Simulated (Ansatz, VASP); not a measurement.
## C in VASP and in Ansatz

```
C
1.0
    -2.51949    0.00000    0.00000
    -1.25975   -2.18194    0.00000
     0.94494    0.54556   10.36682
C
10
Cartesian
  1.0074 0.5816 9.0624
  -2.7718 -1.6003 7.5183
  -0.2523 -0.1457 1.3036
  -2.7718 -1.6003 4.9103
  -0.2523 -0.1457 2.8488
  -2.7718 -1.6003 3.3651
  -0.2523 -0.1457 9.5818
  -1.5121 -0.8730 6.9989
  -1.5121 -0.8730 0.7843
  -1.5121 -0.8730 5.4295
```

Alike in both runs: task single point; functional PBE; k mesh 10 × 10 × 3; occupations gaussian, width 0.05 eV; no spin polarisation.

```csv
,VASP,Ansatz
version,VASP 6.6.1,Ansatz 0.2.0
potentials or method,"VASP PAW PBE potentials, release 64 (C), cutoff 520 eV","scalar-relativistic, plane waves, PAW"
valence electrons in the cell,40,40
```

Ansatz gave:

```
gap on the k mesh at the Fermi level (eV)                     : 4.05
least direct gap on the mesh (eV)                             : 5.01
pressure (GPa)                                                : -0.1
traceless stress, the component that is largest in VASP (GPa) : 13.25
rms of the force components (eV/Å)                            : 0.629
```

**Question.** Which values does VASP return?

**Answer.** gap on the k mesh at the Fermi level (eV): 4.04; least direct gap on the mesh (eV): 5.00; pressure (GPa): 0.6; traceless stress, the component that is largest in VASP (GPa): 13.24; rms of the force components (eV/Å): 0.628.

Atom by atom the forces differ by 0.004 eV/Å (rms over components).
